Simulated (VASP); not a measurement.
Runs of VASP 6.6.1 on Si. The structure is that of space group Fd-3m (No. 227), or close to it. The cells are those of the table. 

| cell | gap on the mesh (eV) | pressure (GPa) |
| --- | --- | --- |
| a = 3.786 Å, angles 60.0°, 2 atoms | 0.62 | 6.6 |
| a = 3.838 Å, angles 60.0°, 2 atoms | (a) | 2.2 |
| a = 3.759 Å, angles 60.0°, 2 atoms | 0.57 | 9.1 |
| a = 3.812 Å, angles 60.0°, 2 atoms | (c) | 4.3 |
| a = 3.888 Å, angles 60.0°, 2 atoms | (b) | -1.4 |
| a = 3.913 Å, angles 60.0°, 2 atoms | 0.80 | -2.9 |
| a = 3.863 Å, angles 60.0°, 2 atoms | (d) | 0.3 |

Alike in all rows: task single point; level PBE; potentials or basis VASP PAW PBE potentials, release 64 (Si); no spin polarisation; k mesh 6 × 6 × 6; cutoff (eV) 520; smearing gaussian 0.01 eV.

**Question.** Fill in the values left out.

**Answer.** (a) 0.70; (b) 0.78; (c) 0.66; (d) 0.74.

A k mesh can miss the band edges.
